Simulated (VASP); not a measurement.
Zn2Cu3Si2Se8 (a cell with a defect), 15 atoms in the cell. The cell holds a defect, 15 atoms: a = 5.732 Å, b = 5.732 Å, c = 11.332 Å, α = 90.00°, β = 90.00°, γ = 90.00°. 

- Program: VASP 6.6.1
- Task: single point
- Functional: PBEsol
- Potentials or basis: VASP PAW PBE potentials, release 64 (Zn, Si, Cu, Se)
- Cutoff: 520 eV
- k mesh: 2 × 2 × 1
- Occupations: fermi-dirac, width 0.05 eV
- Spin: no spin polarisation
- Dipole correction: no
- Charge: -1
- Further INCAR settings: LREAL = Auto; ALGO = Normal; EDIFF = 1e-07; NBANDS = 70; NELECT = 114.0

Potentials or basis: VASP PAW PBE potentials, release 64 (Zn, Si, Cu, Se).

Launch:

```sh
$ cat potpaw_PBE.64/Zn/POTCAR potpaw_PBE.64/Si/POTCAR potpaw_PBE.64/Cu/POTCAR potpaw_PBE.64/Se/POTCAR > POTCAR
$ mpirun -np 1 vasp_std > vasp.out
```

Hardware: 1 thread of Intel Xeon 8259CL (shared host).

Question: Estimate the wall time of this run.

Answer: Wall time 5.3 min on 1 thread of Intel Xeon 8259CL, on a shared host, peak memory 0.48 GiB. Counts: scf iterations 19, k points 4.
